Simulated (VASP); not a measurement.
# AlNi3 (Pm-3m) in VASP: further runs, part 2 of 2

VASP 6.6.1. The steps go on from the part before.

## Step 4: Single point, PBE, collinear spin, ferromagnetic start (9.98 Å³/atom)

This run uses another cell than the first one, of 9.98 Å³/atom.

Input file INCAR:

```
SYSTEM = AlNi3
ALGO = Normal ; EDIFF = 1E-7
ENCUT = 520 ; GGA = PE
ISIF = 2 ; ISMEAR = 0
ISPIN = 2 ; LASPH = .TRUE.
LCHARG = .TRUE. ; LELF = .TRUE.
LMAXMIX = 4 ; LORBIT = 11
LREAL = .FALSE. ; LVHAR = .TRUE.
LWAVE = .FALSE. ; MAGMOM = 0 -0.3 -0.3 -0.3
NBANDS = 28 ; NELM = 150
PREC = Accurate ; SIGMA = 0.1
```

Input file KPOINTS:

```
k-points
0
G
  14 14 14
  0 0 0
```

Input file POSCAR:

```
AlNi3
1.0
    3.4179667195      0.0000000000      0.0000000000
    0.0000000000      3.4179667195      0.0000000000
    0.0000000000      0.0000000000      3.4179667195
Al Ni
1 3
Direct
    0.0000000000      0.0000000000      0.0000000000
    0.0000000000      0.5000000000      0.5000000000
    0.5000000000      0.0000000000      0.5000000000
    0.5000000000      0.5000000000      0.0000000000
```

Potentials or basis: VASP PAW PBE potentials, release 64 (Al, Ni).

On the command line:

```bash
$ cat potpaw_PBE.64/Al/POTCAR potpaw_PBE.64/Ni/POTCAR > POTCAR
$ mpirun -np 1 vasp_std > vasp.out
```

OUTCAR:

```text
SYSTEM = AlNi3
   EDIFF = 1E-7
   ENCUT = 520
   GGA = PE
   ISIF = 2
   ISMEAR = 0
   ISPIN = 2
   LASPH = .TRUE.
   LORBIT = 11
   LREAL = .FALSE.
   NELM = 150
   PREC = Accurate

 ion  position               nearest neighbor table
   1  0.000  0.000  0.000-   2 2.42   3 2.42   4 2.42   2 2.42   3 2.42   2 2.42   4 2.42   2 2.42
                             3 2.42   4 2.42   3 2.42   4 2.42
   2  0.000  0.500  0.500-   1 2.42   3 2.42   4 2.42   1 2.42   4 2.42   1 2.42   3 2.42   1 2.42
                             3 2.42   4 2.42   4 2.42   3 2.42
   3  0.500  0.000  0.500-   1 2.42   2 2.42   4 2.42   1 2.42   4 2.42   2 2.42   4 2.42   4 2.42
                             1 2.42   2 2.42   1 2.42   2 2.42
   4  0.500  0.500  0.000-   1 2.42   2 2.42   3 2.42   2 2.42   3 2.42   1 2.42   3 2.42   3 2.42
                             1 2.42   2 2.42   2 2.42   1 2.42

  LATTYP: Found a simple cubic cell.
 ALAT       =     3.4179667195

  Lattice vectors:

 A1 = (   3.4179667195,   0.0000000000,   0.0000000000)
 A2 = (   0.0000000000,   3.4179667195,   0.0000000000)
 A3 = (   0.0000000000,   0.0000000000,   3.4179667195)

Analysis of symmetry for initial positions (statically):
=====================================================================
 Subroutine PRICEL returns:
 Original cell was already a primitive cell.

 Routine SETGRP: Setting up the symmetry group for a
 simple cubic supercell.

 Subroutine GETGRP returns: Found 48 space group operations
 (whereof 48 operations were pure point group operations)
 out of a pool of 48 trial point group operations.

The static configuration has the point symmetry O_h .

Analysis of symmetry for dynamics (positions and initial velocities):
=====================================================================
 Subroutine PRICEL returns:
 Original cell was already a primitive cell.

 Routine SETGRP: Setting up the symmetry group for a
 simple cubic supercell.

 Subroutine GETGRP returns: Found 48 space group operations
 (whereof 48 operations were pure point group operations)
 out of a pool of 48 trial point group operations.

The dynamic configuration has the point symmetry O_h .

Analysis of structural, dynamic, and magnetic symmetry:
=====================================================================
 Subroutine PRICEL returns:
 Original cell was already a primitive cell.

 Routine SETGRP: Setting up the symmetry group for a
 simple cubic supercell.

 Subroutine GETGRP returns: Found 48 space group operations
 (whereof 48 operations were pure point group operations)
 out of a pool of 48 trial point group operations.

The overall configuration has the point symmetry O_h .

 Subroutine INISYM returns: Found 48 space group operations
 (whereof 48 operations are pure point group operations),
 and found     1 'primitive' translations

----------------------------------------------------------------------------------------

                                     Primitive cell

  volume of cell :      39.9304

  direct lattice vectors                    reciprocal lattice vectors
     3.417966719  0.000000000  0.000000000     0.292571602  0.000000000  0.000000000
     0.000000000  3.417966719  0.000000000     0.000000000  0.292571602  0.000000000
     0.000000000  0.000000000  3.417966719     0.000000000  0.000000000  0.292571602

  length of vectors
     3.417966719  3.417966719  3.417966719     0.292571602  0.292571602  0.292571602
[... 82 lines left out ...]
   LASPH  =      T    aspherical Exc in radial PAW
   ENCUT  =  520.0 eV  38.22 Ry    6.18 a.u.   6.36  6.36  6.36*2*pi/ulx,y,z
   NELM   =    150;   NELMIN=  2; NELMDL= -5     # of ELM steps
   EDIFF  = 0.1E-06   stopping-criterion for ELM
   LREAL  =      F    real-space projection
   EDIFFG = 0.1E-05   stopping-criterion for IOM
   NSW    =      0    number of steps for IOM
   IBRION =     -1    ionic relax: 0-MD 1-quasi-New 2-CG
   NFREE  =      0    steps in history (QN), initial steepest desc. (CG)
   ISIF   =      2    stress and relaxation
   ISYM   =      2    0-nonsym 1-usesym 2-fastsym
   POTIM  = 0.5000    time-step for ionic-motion
   TEBEG  =    0.0;   TEEND  =   0.0 temperature during run
   PSTRESS=    0.0 pullay stress
   NELECT =      33.0000    total number of electrons
   NUPDOWN=      -1.0000    fix difference up-down
   EMIN   =  10.00;   EMAX   =-10.00  energy-range for DOS
   EFERMI =   0.00;   METHOD = LEGACY
   ISMEAR =     0;   SIGMA  =   0.10  broadening in eV -4-tet -1-fermi 0-gaus
   EFERMI_NEDOS =   21; number of points for ismear=-14 and -15
   IALGO  =     38    algorithm
   IMIX   =      4    mixing-type and parameters
     AMIX     =   0.40;   BMIX     =  1.00
     AMIX_MAG =   1.60;   BMIX_MAG =  1.00
  volume/ion in A,a.u.               =       9.98        67.37
  Fermi-wavevector in a.u.,A,eV,Ry     =   1.536308  2.903201 32.113049  2.360243
  Thomas-Fermi vector in A             =   2.642975
   LORBIT       =     11    0 simple, 1 ext, 2 COOP (PROOUT), +10 PAW based schemes
   GGA     = PE    functional components
   LHFCALC =     F    Hartree Fock is set to
   AEXX    =    0.0000 exact exchange contribution
   IVDW    =     0    specifies the selected vdW correction
   LEPSILON=     F    determine dielectric tensor
   LRPA    =     F    only Hartree local field effects (RPA)
 spin polarized calculation
 Gauss-broadening in eV      SIGMA  =   0.10
  energy-cutoff  :      520.00
  volume of cell :       39.93
 maximum number of plane-waves:      1108
 NGX is ok and might be reduce to    28
   NGX = 13   NGY = 13   NGZ = 13

 number of electron      32.9999997 magnetization      -0.0016653

 Free energy of the ion-electron system (eV)
  ---------------------------------------------------
  ext. energy  EPLUGINS =         0.00000000
  ---------------------------------------------------
  free energy    TOTEN  =       -21.43318130 eV

  energy without entropy =      -21.40812841  energy(sigma->0) =      -21.42065486

 E-fermi :  11.2283     XC(G=0): -13.3549

 val. band max:       11.2183653625   @ k =   0.3571   0.2857   0.2857
 cond. band min:      11.2285913803   @ k =   0.3571   0.1429   0.0714
 fundamental gap:      0.0102260178
 Fermi energy:        11.2282747632

 spin component 1

 k-point     1 :       0.0000    0.0000    0.0000
  band No.  band energies     occupation
      1       0.4249      1.00000
      2       6.2375      1.00000
      3       7.0389      1.00000
      4       7.0389      1.00000
      5       7.5157      1.00000
      6       7.5157      1.00000
[... 733 lines left out ...]
     27      26.5640      0.00000
     28      27.2258      0.00000

 [... further k-points ...]

 spin component 2

 k-point     1 :       0.0000    0.0000    0.0000
  band No.  band energies     occupation
      1       0.4247      1.00000
      2       6.2374      1.00000
      3       7.0385      1.00000
      4       7.0385      1.00000
      5       7.5151      1.00000
      6       7.5151      1.00000
[... 733 lines left out ...]
     27      26.5638      0.00000
     28      27.2256      0.00000

 [... further k-points ...]
[... 5 lines left out ...]
  --------------------------------------------------------------------------------------
  -------------------------------------------------------------------------------------
  Total        7.6393651      7.6393651      7.6393651      0.0000000      0.0000000     -0.0000000
  in kB      306.5239105    306.5239105    306.5239105      0.0000000      0.0000000     -0.0000000
  external PRESSURE =     306.5239105 kB  Pullay stress =       0.0000000 kB

 VOLUME and BASIS-vectors are now :
 -----------------------------------------------------------------------------
  energy-cutoff  :      520.00
  volume of cell :       39.93
      direct lattice vectors                 reciprocal lattice vectors
     3.417966719  0.000000000  0.000000000     0.292571602  0.000000000  0.000000000
     0.000000000  3.417966719  0.000000000     0.000000000  0.292571602  0.000000000
     0.000000000  0.000000000  3.417966719     0.000000000  0.000000000  0.292571602

 POSITION                                       TOTAL-FORCE (eV/Angst)
 -----------------------------------------------------------------------------------
      0.00000      0.00000      0.00000         0.000000      0.000000      0.000000
      0.00000      1.70898      1.70898         0.000000      0.000000      0.000000
      1.70898      0.00000      1.70898         0.000000      0.000000      0.000000
      1.70898      1.70898      0.00000         0.000000      0.000000      0.000000
 -----------------------------------------------------------------------------------
    total drift:                                0.000000      0.000000      0.000000

  FREE ENERGIE OF THE ION-ELECTRON SYSTEM (eV)
  ---------------------------------------------------
  free  energy   TOTEN  =       -21.4331813048 eV

  energy  without entropy=      -21.4081284056  energy(sigma->0) =      -21.42065486

 total charge

# of ion       s       p       d       tot
------------------------------------------
    1        0.425   0.448   0.000   0.874
    2        0.551   0.636   8.451   9.638
    3        0.551   0.636   8.451   9.638
    4        0.551   0.636   8.451   9.638
--------------------------------------------------
tot          2.077   2.357  25.354  29.788

 magnetization (x)

# of ion       s       p       d       tot
------------------------------------------
    1       -0.000   0.000   0.000   0.000
    2        0.000   0.000  -0.001  -0.001
    3        0.000   0.000  -0.001  -0.001
    4        0.000   0.000  -0.001  -0.001
--------------------------------------------------
tot          0.000   0.000  -0.002  -0.002
```

stdout:

```text
POSCAR found type information on POSCAR AlNi
 POSCAR found :  2 types and       4 ions
 scaLAPACK will be used
 LDA part: xc-table for (Slater+PW92), standard interpolation
 POSCAR, INCAR and KPOINTS ok, starting setup
 FFT: planning ... GRIDC
 FFT: planning ... GRID_SOFT
 FFT: planning ... GRID
 WAVECAR not read
 entering main loop
```

It took 2.5 min on 1 thread of Intel Xeon 6975P-C (Granite Rapids), shared host; peak memory 0.31 GiB.

What came out:

```yaml
Free_energy: -21.4332 eV
Pressure: 30.7 GPa
Net_moment: 0.00 μB per cell
Valence_electrons_inside_the_program's_atomic_spheres: Al 0.87; Ni 9.64
```

Caveat: the cell stands under pressure.

## Step 5: Overview

```csv
spin,cell,k mesh,gap on the mesh (eV),pressure (GPa),moment (μB)
"collinear, ferrimagnetic start","a = 3.523 Å, 4 atoms",6 × 6 × 6,none,7.3,0.72
"collinear, ferrimagnetic start","a = 3.566 Å, 4 atoms",6 × 6 × 6,none,0.3,0.73
"collinear, ferromagnetic start","a = 3.418 Å, 4 atoms",14 × 14 × 14,none,30.7,0.00
```

Alike in all rows: task single point; level PBE; potentials or basis VASP PAW PBE potentials, release 64 (Al, Ni); cutoff (eV) 520; smearing gaussian 0.1 eV.

Caveats: the cell stands under pressure (at least some runs).

Total energies depend on the potentials used, so only differences within one code and one set of settings carry meaning.
